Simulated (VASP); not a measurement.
# Sn (I4_1/amd) in VASP: single point with PBE

Aim: the single point of Sn with PBE.

Everything below comes from runs of VASP 6.6.1. Logs are shortened: lines on timing, memory, paths and dates and some standing lists are left out, and cuts for length are marked.

## (1) The cell of the first run

It takes space group I4_1/amd (No. 141, tetragonal). The conventional cell has a = 5.947 Å, b = 5.947 Å, c = 3.212 Å, α = 90.00°, β = 90.00°, γ = 90.00°. Sn (site symmetry -4m2) has 10 Sn at 3.08 to 3.83 Å within 4.1 Å.

## (2) Single point, PBE

Contents of POSCAR:

```
Sn
1.0
   -2.9733211564      2.9733211564      1.6060925131
    2.9733211564     -2.9733211564      1.6060925131
    2.9733211564      2.9733211564     -1.6060925131
Sn
2
Direct
    0.7500000000      0.2500000000      0.5000000000
    0.0000000000      0.0000000000      0.0000000000
```

Contents of INCAR.step1:

```
  ALGO = Fast
  EDIFF = 1E-7
  ENCUT = 520
  GGA = PE
  ISIF = 2
  ISMEAR = 0
  LASPH = True
  LCHARG = True
  LREAL = False
  LWAVE = False
  NBANDS = 21
  NELM = 80
  PREC = Accurate
  SIGMA = 0.05
```

Contents of KPOINTS.step1:

```
k-points
0
Gamma
  16 16 16
```

Contents of INCAR.step2:

```
  ALGO = Fast
  EDIFF = 1E-7
  ENCUT = 520
  GGA = PE
  ICHARG = 11
  ISIF = 2
  ISMEAR = -5
  LASPH = True
  LCHARG = False
  LORBIT = 11
  LREAL = False
  LWAVE = False
  NBANDS = 21
  NEDOS = 2001
  NELM = 80
  PREC = Accurate
  SIGMA = 0.05
```

Contents of KPOINTS.step2:

```
k-points
0
Gamma
  24 24 24
```

Potentials or basis: VASP PAW PBE potentials, release 64 (Sn_d).

On the command line:

```bash
> cat potpaw_PBE.64/Sn_d/POTCAR > POTCAR
> cp INCAR.step1 INCAR
> cp KPOINTS.step1 KPOINTS
> mpirun -np 1 vasp_std > vasp.out
> cp INCAR.step2 INCAR
> cp KPOINTS.step2 KPOINTS
> mpirun -np 1 vasp_std > vasp.out
```

OUTCAR:

```text
EDIFF = 1E-7
   ENCUT = 520
   GGA = PE
   ICHARG = 11
   ISIF = 2
   ISMEAR = -5
   LASPH = True
   LORBIT = 11
   LREAL = False
   NELM = 80
   PREC = Accurate

 ion  position               nearest neighbor table
   1  0.750  0.250  0.500-   2 3.08   2 3.08   2 3.08   2 3.08
   2  0.000  0.000  0.000-   1 3.08   1 3.08   1 3.08   1 3.08

  LATTYP: Found a body centered tetragonal cell.
 ALAT       =     5.9466423128
 C/A-ratio  =     0.5401678556

  Lattice vectors:

 A1 = (  -2.9733211564,   2.9733211564,   1.6060925131)
 A2 = (   2.9733211564,  -2.9733211564,   1.6060925131)
 A3 = (   2.9733211564,   2.9733211564,  -1.6060925131)

Analysis of symmetry for initial positions (statically):
=====================================================================
 Subroutine PRICEL returns:
 Original cell was already a primitive cell.

 Routine SETGRP: Setting up the symmetry group for a
 body centered tetragonal supercell.

 Subroutine GETGRP returns: Found 16 space group operations
 (whereof  8 operations were pure point group operations)
 out of a pool of 16 trial point group operations.

The static configuration has the point symmetry D_2d.
 The point group associated with its full space group is D_4h.

Analysis of symmetry for dynamics (positions and initial velocities):
=====================================================================
 Subroutine PRICEL returns:
 Original cell was already a primitive cell.

 Routine SETGRP: Setting up the symmetry group for a
 body centered tetragonal supercell.

 Subroutine GETGRP returns: Found 16 space group operations
 (whereof  8 operations were pure point group operations)
 out of a pool of 16 trial point group operations.

The dynamic configuration has the point symmetry D_2d.
 The point group associated with its full space group is D_4h.

 Subroutine INISYM returns: Found 16 space group operations
 (whereof  8 operations are pure point group operations),
 and found     1 'primitive' translations

----------------------------------------------------------------------------------------

                                     Primitive cell

  volume of cell :      56.7955

  direct lattice vectors                    reciprocal lattice vectors
    -2.973321156  2.973321156  1.606092513     0.000000000  0.168162124  0.311314570
     2.973321156 -2.973321156  1.606092513     0.168162124  0.000000000  0.311314570
     2.973321156  2.973321156 -1.606092513     0.168162124  0.168162124  0.000000000

  length of vectors
     4.501201013  4.501201013  4.501201013     0.353829424  0.353829424  0.237817156

  position of ions in fractional coordinates (direct lattice)
     0.750000000  0.250000000  0.500000000
     0.000000000  0.000000000  0.000000000

  ion indices of the primitive-cell ions
   primitive index   ion index
                 1           1
                 2           2

----------------------------------------------------------------------------------------

 KPOINTS: k-points

Automatic generation of k-mesh.
 Grid dimensions read from file:
 generate k-points for:   24   24   24

 Generating k-lattice:

  Cartesian coordinates                     Fractional coordinates (reciprocal lattice)
     0.000000000  0.007006755  0.012971440     0.041666667  0.000000000  0.000000000
     0.007006755  0.000000000  0.012971440     0.000000000  0.041666667  0.000000000
     0.007006755  0.007006755  0.000000000     0.000000000  0.000000000  0.041666667

  Length of vectors
     0.014742893  0.014742893  0.009909048

  Shift w.r.t. Gamma in fractional coordinates (k-lattice)
     0.000000000  0.000000000  0.000000000

 TETIRR: Found  33868 inequivalent tetrahedra from    82944

 Subroutine IBZKPT returns following result:
 ===========================================

 Found   1063 irreducible k-points:

 Following reciprocal coordinates:
            Coordinates               Weight
  0.000000  0.000000  0.000000      1.000000
  0.041667  0.000000 -0.000000      8.000000
  0.083333  0.000000 -0.000000      8.000000
  0.125000  0.000000 -0.000000      8.000000
  0.166667  0.000000 -0.000000      8.000000
  0.208333  0.000000 -0.000000      8.000000
[... 16 lines left out ...]
  0.416667  0.041667  0.000000     16.000000
  0.458333  0.041667 -0.000000     16.000000
 [... further k-points ...]
   k-points           NKPTS =   1063   k-points in BZ     NKDIM =   1063   number of bands    NBANDS=     21
   number of dos      NEDOS =   2001   number of ions     NIONS =      2
   total plane-waves  NPLWV =  46656
   dimension x,y,z NGX =    36 NGY =   36 NGZ =   36
   dimension x,y,z NGXF=    72 NGYF=   72 NGZF=   72
   ions per type =               2
   NGX,Y,Z   is equivalent  to a cutoff of  13.30, 13.30, 13.30 a.u.
   NGXF,Y,Z  is equivalent  to a cutoff of  26.59, 26.59, 26.59 a.u.
 SYSTEM =  unknown system
   PREC   = accura    normal or accurate (medium, high low for compatibility)
   ISTART =      0    job   : 0-new  1-cont  2-samecut
   ICHARG =     11    charge: 1-file 2-atom 10-const
   ISPIN  =      1    spin polarized calculation?
   LNONCOLLINEAR =      F non collinear calculations
   LSORBIT =      F    spin-orbit coupling
   LASPH  =      T    aspherical Exc in radial PAW
   ENCUT  =  520.0 eV  38.22 Ry    6.18 a.u.   8.37  8.37  8.37*2*pi/ulx,y,z
   NELM   =     80;   NELMIN=  2; NELMDL=  0     # of ELM steps
   EDIFF  = 0.1E-06   stopping-criterion for ELM
   LREAL  =      F    real-space projection
   EDIFFG = 0.1E-05   stopping-criterion for IOM
   NSW    =      0    number of steps for IOM
   IBRION =     -1    ionic relax: 0-MD 1-quasi-New 2-CG
   NFREE  =      0    steps in history (QN), initial steepest desc. (CG)
   ISIF   =      2    stress and relaxation
   ISYM   =      2    0-nonsym 1-usesym 2-fastsym
   POTIM  = 0.5000    time-step for ionic-motion
   TEBEG  =    0.0;   TEEND  =   0.0 temperature during run
   PSTRESS=    0.0 pullay stress
   NELECT =      28.0000    total number of electrons
   NUPDOWN=      -1.0000    fix difference up-down
   EMIN   =  10.00;   EMAX   =-10.00  energy-range for DOS
   EFERMI =   0.00;   METHOD = LEGACY
   ISMEAR =    -5;   SIGMA  =   0.05  broadening in eV -4-tet -1-fermi 0-gaus
   EFERMI_NEDOS =   21; number of points for ismear=-14 and -15
   IALGO  =     68    algorithm
   IMIX   =      4    mixing-type and parameters
     AMIX     =   0.40;   BMIX     =  1.00
     AMIX_MAG =   1.60;   BMIX_MAG =  1.00
  volume/ion in A,a.u.               =      28.40       191.64
  Fermi-wavevector in a.u.,A,eV,Ry     =   1.293271  2.443927 22.756413  1.672549
  Thomas-Fermi vector in A             =   2.424927
   LORBIT       =     11    0 simple, 1 ext, 2 COOP (PROOUT), +10 PAW based schemes
   GGA     = PE    functional components
   LHFCALC =     F    Hartree Fock is set to
   AEXX    =    0.0000 exact exchange contribution
   IVDW    =     0    specifies the selected vdW correction
   LEPSILON=     F    determine dielectric tensor
   LRPA    =     F    only Hartree local field effects (RPA)
 non-spin polarized calculation
 RMM-DIIS sequential band-by-band and
 Fermi weights with tetrahedron method with Bloechl corrections
  energy-cutoff  :      520.00
  volume of cell :       56.80
 maximum number of plane-waves:      1551
 NGX is ok and might be reduce to    36

 number of electron      27.9999992 magnetization

 Free energy of the ion-electron system (eV)
  ---------------------------------------------------
  ext. energy  EPLUGINS =         0.00000000
  ---------------------------------------------------
  free energy    TOTEN  =        -7.61138234 eV

  energy without entropy =       -7.61138234  energy(sigma->0) =       -7.61138234

 E-fermi :   7.4181     XC(G=0): -10.0930

 val. band max:        7.4891746522   @ k =   0.5000   0.3333   0.0833
 cond. band min:       7.3711601709   @ k =  -0.3333  -0.3750   0.0417
 fundamental gap:     -0.1180144813
 Fermi energy:         7.4180919871

 k-point     1 :       0.0000    0.0000    0.0000
  band No.  band energies     occupation
      1     -14.1672      2.00000
      2     -14.1049      2.00000
      3     -14.0558      2.00000
      4     -14.0548      2.00000
      5     -13.9179      2.00000
      6     -13.9179      2.00000
[... 13 lines left out ...]
     20      16.9799      0.00000
     21      17.6604      0.00000

 k-point     2 :       0.0417    0.0000   -0.0000
  band No.  band energies     occupation
      1     -14.1663      2.00000
      2     -14.1016      2.00000
      3     -14.0537      2.00000
      4     -14.0519      2.00000
      5     -13.9204      2.00000
      6     -13.9203      2.00000
[... 13 lines left out ...]
     20      16.9947      0.00000
     21      17.6826      0.00000

 k-point     3 :       0.0833    0.0000   -0.0000
  band No.  band energies     occupation
      1     -14.1635      2.00000
      2     -14.0919      2.00000
      3     -14.0505      2.00000
      4     -14.0407      2.00000
      5     -13.9267      2.00000
      6     -13.9255      2.00000
[... 13 lines left out ...]
     20      16.7250      0.00000
     21      16.8763      0.00000
[... 457 lines left out ...]
 k-point    23 :       0.4167    0.0417    0.0000
  band No.  band energies     occupation
      1     -14.1064      2.00000
      2     -14.0340      2.00000
      3     -14.0256      2.00000
      4     -13.9928      2.00000
      5     -13.9674      2.00000
      6     -13.9637      2.00000
[... 13 lines left out ...]
     20      15.9994      0.00000
     21      17.4565      0.00000

 k-point    24 :       0.4583    0.0417   -0.0000
  band No.  band energies     occupation
      1     -14.1027      2.00000
      2     -14.0402      2.00000
      3     -14.0271      2.00000
      4     -13.9911      2.00000
      5     -13.9654      2.00000
      6     -13.9636      2.00000
[... 13 lines left out ...]
     20      16.6302      0.00000
     21      17.0413      0.00000

 [... further k-points ...]

------------------------ aborting loop because EDIFF is reached ----------------------------------------

  FORCE on cell =-STRESS in cart. coord.  units (eV):
  Direction    XX          YY          ZZ          XY          YZ          ZX
  --------------------------------------------------------------------------------------
  -------------------------------------------------------------------------------------
  Total       -0.0595804     -0.0595804     -0.0020467      0.0000000      0.0000000      0.0000000
  in kB       -1.6807366     -1.6807366     -0.0577357      0.0000000      0.0000000      0.0000000
  external PRESSURE =      -1.1397363 kB  Pullay stress =       0.0000000 kB

 VOLUME and BASIS-vectors are now :
 -----------------------------------------------------------------------------
  energy-cutoff  :      520.00
  volume of cell :       56.80
      direct lattice vectors                 reciprocal lattice vectors
    -2.973321156  2.973321156  1.606092513     0.000000000  0.168162124  0.311314570
     2.973321156 -2.973321156  1.606092513     0.168162124  0.000000000  0.311314570
     2.973321156  2.973321156 -1.606092513     0.168162124  0.168162124  0.000000000

 POSITION                                       TOTAL-FORCE (eV/Angst)
 -----------------------------------------------------------------------------------
      0.00000      2.97332      0.80305        -0.000000      0.000000     -0.000000
      0.00000      0.00000      0.00000         0.000000     -0.000000      0.000000
 -----------------------------------------------------------------------------------
    total drift:                               -0.000000      0.000000     -0.000000

  FREE ENERGIE OF THE ION-ELECTRON SYSTEM (eV)
  ---------------------------------------------------
  free  energy   TOTEN  =        -7.6113823392 eV

  energy  without entropy=       -7.6113823392  energy(sigma->0) =       -7.61138234

 total charge

# of ion       s       p       d       tot
------------------------------------------
    1        1.241   0.979   9.969  12.189
    2        1.241   0.979   9.969  12.189
--------------------------------------------------
tot          2.483   1.957  19.938  24.378
```

Wall time 11 min (1 thread of Intel Xeon 6975P-C (Granite Rapids), shared host); peak memory 1.1 GiB.

What came out:

```
Valence electrons inside the program's atomic spheres : Sn 12.19
```

Levels at points of the mesh, in eV from the Fermi level:
```csv
k point,band 11,band 12,band 13,band 14,band 15,band 16,band 17,band 18
"(0.00, 0.00, 0.00)",-10.79,-3.84,-1.88,-1.88,3.02,5.94,5.94,6.67
"(0.50, 0.00, 0.00)",-6.77,-5.23,-2.34,-1.62,-1.02,2.31,2.74,4.46
"(0.50, 0.50, 0.00)",-8.66,-8.66,0.57,0.57,1.44,1.44,5.96,5.96
"(0.50, 0.50, 0.50)",-7.46,-7.46,-4.55,-4.55,5.05,5.05,8.85,8.85
```

Caveat: spin-orbit coupling is left out, which moves the levels of the heavy elements.
